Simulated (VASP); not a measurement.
# Hf2S (P-3m1) in VASP: notebook

The runs below take Hf2S through single point, with PBEsol.

Everything below comes from runs of VASP 6.6.1. Logs are shortened: lines on timing, memory, paths and dates and some standing lists are left out, and cuts for length are marked.

### 1 The cell of the first run

Symmetry: P-3m1, No. 164, trigonal system. Conventional cell: a = 3.347 Å, b = 3.347 Å, c = 13.164 Å, α = 90.00°, β = 90.00°, γ = 120.00°. Within 3.5 Å of Hf (site symmetry 3m) lie 3 S at 2.60 Å and 10 Hf at 3.05 to 3.47 Å. Within 3.5 Å of Hf (site symmetry 3m) lie 3 S at 2.60 Å and 7 Hf at 3.35 to 3.47 Å. S (site symmetry 3m) has 6 Hf at 2.60 Å and 6 S at 3.35 Å within 3.4 Å.

### 2 Single point, PBEsol (the distance across one plane changed)

Input file INCAR:

```
PREC = Accurate
ENCUT = 520
EDIFF = 1E-6
ISMEAR = 0
SIGMA = 0.15
LREAL = F
LASPH = T
NELM = 100
ALGO = Fast
ISIF = 2
LWAVE = F
LCHARG = F
GGA = PS
NBANDS = 35
```

Input file KPOINTS:

```
Automatic mesh
0
Gamma
  16 16 4
```

Input file POSCAR:

```
Hf2S
1.0
   -3.3465310252      0.0000000000      0.0000000000
   -1.6732655126     -2.8981808824      0.0000000000
    0.0000000000      0.0000000000     13.1642358425
Hf S
4 2
Direct
    0.6666666667      0.6666666667      0.3531971132
    0.3333333333      0.3333333333      0.7962245697
    0.6666666667      0.6666666667      0.0898303432
    0.3333333333      0.3333333333      0.5328577996
    0.0000000000      1.0000000000      0.2215137282
    0.0000000000      0.0000000000      0.6645411847
```

Potentials or basis: VASP PAW PBE potentials, release 64 (Hf_pv, S).

The run is started by

```
$ cat potpaw_PBE.64/Hf_pv/POTCAR potpaw_PBE.64/S/POTCAR > POTCAR
$ mpirun -np 1 vasp_std > vasp.out
```

OUTCAR:

```text
PREC = Accurate
   ENCUT = 520
   EDIFF = 1E-6
   ISMEAR = 0
   LREAL = F
   LASPH = T
   NELM = 100
   ISIF = 2
   GGA = PS

 ion  position               nearest neighbor table
   1  0.667  0.667  0.353-   5 2.60   5 2.60   5 2.60   4 3.05   4 3.05   4 3.05   3 3.47
   2  0.333  0.333  0.796-   6 2.60   6 2.60   6 2.60   4 3.47
   3  0.667  0.667  0.090-   5 2.60   5 2.60   5 2.60   1 3.47
   4  0.333  0.333  0.533-   6 2.60   6 2.60   6 2.60   1 3.05   1 3.05   1 3.05   2 3.47
   5  0.000  0.000  0.222-   1 2.60   3 2.60   1 2.60   3 2.60   1 2.60   3 2.60
   6  0.000  0.000  0.665-   2 2.60   2 2.60   2 2.60   4 2.60   4 2.60   4 2.60

  LATTYP: Found a hexagonal cell.
 ALAT       =     3.3465310252
 C/A-ratio  =     3.9336960403

  Lattice vectors:

 A1 = (   1.6732655126,   2.8981808824,   0.0000000000)
 A2 = (  -3.3465310252,   0.0000000000,   0.0000000000)
 A3 = (   0.0000000000,   0.0000000000,  13.1642358425)

Analysis of symmetry for initial positions (statically):
=====================================================================
 Subroutine PRICEL returns:
 Original cell was already a primitive cell.

 Routine SETGRP: Setting up the symmetry group for a
 hexagonal supercell.

 Subroutine GETGRP returns: Found 12 space group operations
 (whereof  6 operations were pure point group operations)
 out of a pool of 24 trial point group operations.

The static configuration has the point symmetry C_3v.
 The point group associated with its full space group is D_3d.

Analysis of symmetry for dynamics (positions and initial velocities):
=====================================================================
 Subroutine PRICEL returns:
 Original cell was already a primitive cell.

 Routine SETGRP: Setting up the symmetry group for a
 hexagonal supercell.

 Subroutine GETGRP returns: Found 12 space group operations
 (whereof  6 operations were pure point group operations)
 out of a pool of 24 trial point group operations.

The dynamic configuration has the point symmetry C_3v.
 The point group associated with its full space group is D_3d.

 Subroutine INISYM returns: Found 12 space group operations
 (whereof  6 operations are pure point group operations),
 and found     1 'primitive' translations

----------------------------------------------------------------------------------------

                                     Primitive cell

  volume of cell :     127.6780

  direct lattice vectors                    reciprocal lattice vectors
[... 100 lines left out ...]
   NFREE  =      0    steps in history (QN), initial steepest desc. (CG)
   ISIF   =      2    stress and relaxation
   ISYM   =      2    0-nonsym 1-usesym 2-fastsym
   POTIM  = 0.5000    time-step for ionic-motion
   TEBEG  =    0.0;   TEEND  =   0.0 temperature during run
   PSTRESS=    0.0 pullay stress
   NELECT =      52.0000    total number of electrons
   NUPDOWN=      -1.0000    fix difference up-down
   EMIN   =  10.00;   EMAX   =-10.00  energy-range for DOS
   EFERMI =   0.00;   METHOD = LEGACY
   ISMEAR =     0;   SIGMA  =   0.15  broadening in eV -4-tet -1-fermi 0-gaus
   EFERMI_NEDOS =   21; number of points for ismear=-14 and -15
   IALGO  =     68    algorithm
   IMIX   =      4    mixing-type and parameters
     AMIX     =   0.40;   BMIX     =  1.00
     AMIX_MAG =   1.60;   BMIX_MAG =  1.00
  volume/ion in A,a.u.               =      21.28       143.60
  Fermi-wavevector in a.u.,A,eV,Ry     =   1.213493  2.293169 20.035467  1.472565
  Thomas-Fermi vector in A             =   2.348943
   LORBIT       =      0    0 simple, 1 ext, 2 COOP (PROOUT), +10 PAW based schemes
   GGA     = PS    functional components
   LHFCALC =     F    Hartree Fock is set to
   AEXX    =    0.0000 exact exchange contribution
   IVDW    =     0    specifies the selected vdW correction
   LEPSILON=     F    determine dielectric tensor
   LRPA    =     F    only Hartree local field effects (RPA)
 non-spin polarized calculation
 RMM-DIIS sequential band-by-band and
 Gauss-broadening in eV      SIGMA  =   0.15
  energy-cutoff  :      520.00
  volume of cell :      127.68
 maximum number of plane-waves:      3469
 NGX is ok and might be reduce to    28
   NGX = 13   NGY = 13   NGZ = 49

 number of electron      52.0000003 magnetization

 Free energy of the ion-electron system (eV)
  ---------------------------------------------------
  ext. energy  EPLUGINS =         0.00000000
  ---------------------------------------------------
  free energy    TOTEN  =       -55.56391294 eV

  energy without entropy =      -55.52463997  energy(sigma->0) =      -55.54427646

 E-fermi :   5.3549     XC(G=0): -10.9361

 val. band max:        5.3530387903   @ k =   0.3125   0.0000   0.2500
 cond. band min:       5.3557071326   @ k =   0.5000   0.2500   0.0000
 fundamental gap:      0.0026683423
 Fermi energy:         5.3548657676

 k-point     1 :       0.0000    0.0000    0.0000
  band No.  band energies     occupation
      1     -26.1321      2.00000
      2     -26.1142      2.00000
      3     -25.6996      2.00000
      4     -25.6734      2.00000
      5     -25.6734      2.00000
      6     -25.6728      2.00000
[... 901 lines left out ...]
     34       8.5766      0.00000
     35       8.8544      0.00000

 [... further k-points ...]

------------------------ aborting loop because EDIFF is reached ----------------------------------------

  FORCE on cell =-STRESS in cart. coord.  units (eV):
  Direction    XX          YY          ZZ          XY          YZ          ZX
  --------------------------------------------------------------------------------------
  -------------------------------------------------------------------------------------
  Total       -4.7819165     -4.7819165     -5.9357349      0.0000000      0.0000000     -0.0000000
  in kB      -60.0062625    -60.0062625    -74.4850445      0.0000000      0.0000000     -0.0000000
  external PRESSURE =     -64.8325231 kB  Pullay stress =       0.0000000 kB

 VOLUME and BASIS-vectors are now :
 -----------------------------------------------------------------------------
  energy-cutoff  :      520.00
  volume of cell :      127.68
      direct lattice vectors                 reciprocal lattice vectors
    -3.346531025  0.000000000  0.000000000    -0.298816892  0.172522013  0.000000000
    -1.673265513 -2.898180882  0.000000000     0.000000000 -0.345044026  0.000000000
     0.000000000  0.000000000 13.164235843     0.000000000  0.000000000  0.075963391

 POSITION                                       TOTAL-FORCE (eV/Angst)
 -----------------------------------------------------------------------------------
     -3.34653     -1.93212      4.64957         0.000000     -0.000000     -0.066640
     -1.67327     -0.96606     10.48169        -0.000000      0.000000      0.753531
     -3.34653     -1.93212      1.18255         0.000000      0.000000     -0.753531
     -1.67327     -0.96606      7.01467        -0.000000      0.000000      0.066640
      0.00000      0.00000      2.91606         0.000000     -0.000000     -0.280006
      0.00000      0.00000      8.74818        -0.000000     -0.000000      0.280006
 -----------------------------------------------------------------------------------
    total drift:                               -0.000000     -0.000000     -0.000001

  FREE ENERGIE OF THE ION-ELECTRON SYSTEM (eV)
  ---------------------------------------------------
  free  energy   TOTEN  =       -55.5639129440 eV

  energy  without entropy=      -55.5246399727  energy(sigma->0) =      -55.54427646
```

OSZICAR:

```text
N       E                     dE             d eps       ncg     rms          rms(c)
DAV:   1     0.245642063871E+03    0.24564E+03   -0.27771E+04  7986   0.139E+03
DAV:   2    -0.400005359429E+02   -0.28564E+03   -0.27580E+03  9331   0.340E+02
DAV:   3    -0.580015736418E+02   -0.18001E+02   -0.17655E+02 10412   0.574E+01
DAV:   4    -0.584159698649E+02   -0.41440E+00   -0.41175E+00  9908   0.961E+00
DAV:   5    -0.584275546555E+02   -0.11585E-01   -0.11570E-01 10598   0.143E+00    0.907E+01
RMM:   6    -0.576382128078E+02    0.78934E+00   -0.79104E+00  9957   0.809E+00    0.563E+01
RMM:   7    -0.716420514238E+02   -0.14004E+02   -0.30528E+01 11941   0.118E+01    0.530E+01
RMM:   8    -0.558678830789E+02    0.15774E+02   -0.14398E+01 11786   0.932E+00    0.884E+00
RMM:   9    -0.555952597702E+02    0.27262E+00   -0.66102E-01  9445   0.368E+00    0.596E+00
RMM:  10    -0.555748907700E+02    0.20369E-01   -0.19663E-01 11117   0.147E+00    0.379E+00
RMM:  11    -0.555637645147E+02    0.11126E-01   -0.81393E-02 10684   0.884E-01    0.498E-01
RMM:  12    -0.555639178506E+02   -0.15334E-03   -0.17918E-02 11405   0.402E-01    0.314E-01
RMM:  13    -0.555639632032E+02   -0.45353E-04   -0.41558E-03 11446   0.160E-01    0.281E-01
RMM:  14    -0.555639396165E+02    0.23587E-04   -0.57130E-04 10507   0.806E-02    0.224E-01
RMM:  15    -0.555639108925E+02    0.28724E-04   -0.27633E-04 10093   0.540E-02    0.276E-02
RMM:  16    -0.555639134508E+02   -0.25583E-05   -0.62641E-05 10133   0.247E-02    0.318E-02
RMM:  17    -0.555639126481E+02    0.80271E-06   -0.17111E-05  9314   0.114E-02    0.324E-03
RMM:  18    -0.555639129440E+02   -0.29591E-06   -0.36592E-06  7566   0.451E-03
   1 F= -.55563913E+02 E0= -.55544276E+02  d E =-.392730E-01
```

stdout:

```text
POSCAR found type information on POSCAR HfS
 POSCAR found :  2 types and       6 ions
 scaLAPACK will be used
 -----------------------------------------------------------------------------
|                                                                             |
|                                                                             |
|     You enforced a specific xc type in the INCAR file but a different       |
|     I HOPE YOU KNOW WHAT YOU ARE DOING!                                     |
|                                                                             |
 -----------------------------------------------------------------------------

 LDA part: xc-table for (Slater+PW92), standard interpolation
 POSCAR, INCAR and KPOINTS ok, starting setup
 FFT: planning ... GRIDC
 FFT: planning ... GRID_SOFT
 FFT: planning ... GRID
 WAVECAR not read
 entering main loop
```

It took 12 min on 1 thread of Oxide Virtual Turin-like, shared host; peak memory 0.5 GiB.

Results:

```
Free energy            : -55.5639 eV
Pressure               : -6.5 GPa
Largest force          : 0.754 eV/Å
Band gap on the k mesh : zero (bands 26 and 27 overlap by 0.69 eV)
```

Forces on the atoms (eV/Å):
```
Hf   0.000  0.000 -0.067
Hf   0.000  0.000  0.754
Hf   0.000  0.000 -0.754
Hf   0.000  0.000  0.067
S    0.000  0.000 -0.280
S    0.000  0.000  0.280
```

Caveat: the cell differs from its parent crystal (the distance across one plane changed); the cell stands under tension; the PAW data sets were made with another functional, which shifts forces and pressure a little; spin-orbit coupling is left out, which moves the levels of the heavy elements.

### 3 Single point, PBEsol (the distance across one plane changed)

Input file INCAR:

```
SYSTEM = Hf2S
PREC = Accurate
ENCUT = 520
EDIFF = 1E-6
ISMEAR = 0
SIGMA = 0.15
LREAL = .FALSE.
LASPH = .TRUE.
NELM = 80
ALGO = Fast
ISIF = 2
LWAVE = .FALSE.
LCHARG = .TRUE.
GGA = PS
LELF = .TRUE.
LVHAR = .TRUE.
NBANDS = 35
```

Input file KPOINTS:

```
regular mesh
0
G
  16 16 4
  0 0 0
```

Input file POSCAR:

```
Hf2S
1.0
   -3.3465310252      0.0000000000      0.0000000000
   -1.6732655126     -2.8981808824      0.0000000000
    0.0000000000      0.0000000000     13.6642358425
Hf S
4 2
Direct
    0.6666666667      0.6666666667      0.3402729689
    0.3333333333      0.3333333333      0.7670892203
    0.6666666667      0.6666666667      0.0865432826
    0.3333333333      0.3333333333      0.5133595340
    0.0000000000      1.0000000000      0.2134081257
    0.0000000000      0.0000000000      0.6402243772
```

Potentials or basis: VASP PAW PBE potentials, release 64 (Hf_pv, S).

The run is started by

```
$ cat potpaw_PBE.64/Hf_pv/POTCAR potpaw_PBE.64/S/POTCAR > POTCAR
$ mpirun -np 1 vasp_std > vasp.out
```

Run time: 25 min. Hardware: 1 thread of Oxide Virtual Turin-like, shared host; peak memory 0.52 GiB.

Results (log left out):

```yaml
Free_energy: -55.0990 eV
Pressure: -6.1 GPa
Largest_force: 0.427 eV/Å
Band_gap_on_the_k_mesh: zero (bands 26 and 27 overlap by 0.74 eV)
```

Forces in eV/Å, atoms in the order of the input:
```
Hf   0.000  0.000 -0.077
Hf   0.000  0.000  0.427
Hf   0.000  0.000 -0.427
Hf   0.000  0.000  0.077
S    0.000  0.000 -0.238
S    0.000  0.000  0.238
```

Stress tensor (GPa, compression positive):
```
-6.29  0.00  0.00
 0.00 -6.29  0.00
 0.00  0.00 -5.66
```

Levels at points of the mesh, in eV from the Fermi level:
```tsv
k point	band 22	band 23	band 24	band 25	band 26	band 27	band 28	band 29	band 30	band 31
(0.00, 0.00, 0.00)	-3.14	-1.76	-0.78	-0.02	0.60	0.60	0.62	0.62	1.20	1.20
(0.50, 0.00, 0.00)	-1.88	-1.67	-1.49	-0.76	-0.04	0.11	0.50	1.33	2.14	2.23
(0.00, 0.00, 0.50)	-3.29	-1.64	-0.97	0.45	0.60	0.60	0.62	0.62	0.79	1.22
(0.50, 0.00, 0.50)	-1.83	-1.73	-1.50	-0.72	-0.01	0.24	0.27	1.35	1.88	2.47
```

Caveat: the cell differs from its parent crystal (the distance across one plane changed); the cell stands under tension; the PAW data sets were made with another functional, which shifts forces and pressure a little; spin-orbit coupling is left out, which moves the levels of the heavy elements.

### 4 Single point, PBEsol (the distance across one plane changed)

Input file INCAR:

```
PREC = Accurate
ENCUT = 520
EDIFF = 1E-7
ISMEAR = 0
SIGMA = 0.15
LREAL = F
LASPH = T
NELM = 60
ALGO = Fast
ISIF = 2
LWAVE = F
LCHARG = T
GGA = PS
LELF = T
LVHAR = T
NBANDS = 35
```

Input file KPOINTS:

```
Automatic mesh
0
Gamma
  16 16 4
```

Input file POSCAR:

```
Hf2S
1.0
   -3.3465310252      0.0000000000      0.0000000000
   -1.6732655126     -2.8981808824      0.0000000000
    0.0000000000      0.0000000000     14.6642358425
Hf S
4 2
Direct
    0.6666666667      0.6666666667      0.3170686933
    0.3333333333      0.3333333333      0.7147790128
    0.6666666667      0.6666666667      0.0806416261
    0.3333333333      0.3333333333      0.4783519455
    0.0000000000      1.0000000000      0.1988551597
    0.0000000000      0.0000000000      0.5965654792
```

The run is started by

```
$ cat potpaw_PBE.64/Hf_pv/POTCAR potpaw_PBE.64/S/POTCAR > POTCAR
$ mpirun -np 1 vasp_std > vasp.out
```

It took 33 min on 1 thread of Oxide Virtual Turin-like, shared host; peak memory 0.54 GiB.

It converged, with:

```
Free energy            : -54.6439 eV
Pressure               : -5.2 GPa
Largest force          : 0.214 eV/Å
Band gap on the k mesh : zero (bands 26 and 27 overlap by 0.89 eV)
```

Forces on the atoms (eV/Å):
```
Hf   0.000  0.000 -0.133
Hf   0.000  0.000 -0.083
Hf   0.000  0.000  0.083
Hf   0.000  0.000  0.133
S    0.000  0.000 -0.214
S    0.000  0.000  0.214
```

Stress tensor (GPa, compression positive):
```
-6.25  0.00  0.00
 0.00 -6.25  0.00
 0.00  0.00 -3.09
```

Levels at points of the mesh, in eV from the Fermi level:
```csv
k point,band 24,band 25,band 26,band 27,band 28,band 29
"(0.00, 0.00, 0.00)",-0.70,-0.34,0.64,0.64,0.65,0.65
"(0.50, 0.00, 0.00)",-1.47,-0.72,0.12,0.32,0.45,1.36
"(0.00, 0.00, 0.50)",-1.00,0.13,0.47,0.64,0.64,0.65
"(0.50, 0.00, 0.50)",-1.47,-0.71,0.16,0.33,0.39,1.36
```

Caveat: the cell differs from its parent crystal (the distance across one plane changed); the cell stands under tension; the PAW data sets were made with another functional, which shifts forces and pressure a little; spin-orbit coupling is left out, which moves the levels of the heavy elements.

### 5 Overview

| cell | further INCAR settings | gap on the mesh (eV) | pressure (GPa) | largest force (eV/Å) |
| --- | --- | --- | --- | --- |
| a = 3.347, b = 3.347, c = 13.164 Å, angles 90.0, 90.0, 60.0°, 6 atoms | ALGO = Fast; EDIFF = 1e-06; NBANDS = 35 | none | -6.5 | 0.75 |
| a = 3.347, b = 3.347, c = 13.664 Å, angles 90.0, 90.0, 60.0°, 6 atoms | ALGO = Fast; EDIFF = 1e-06; NBANDS = 35 | none | -6.1 | 0.43 |
| a = 3.347, b = 3.347, c = 14.664 Å, angles 90.0, 90.0, 60.0°, 6 atoms | ALGO = Fast; EDIFF = 1e-07; NBANDS = 35 | none | -5.2 | 0.21 |

Alike in all rows: task single point; level PBEsol; potentials or basis VASP PAW PBE potentials, release 64 (Hf_pv, S); no spin polarisation; k mesh 16 × 16 × 4; cutoff (eV) 520; smearing gaussian 0.15 eV.

Caveats: the cell stands under tension; the PAW data sets were made with another functional, which shifts forces and pressure a little; spin-orbit coupling is left out, which moves the levels of the heavy elements.

Absolute energies hang on the potentials; compare differences alone.
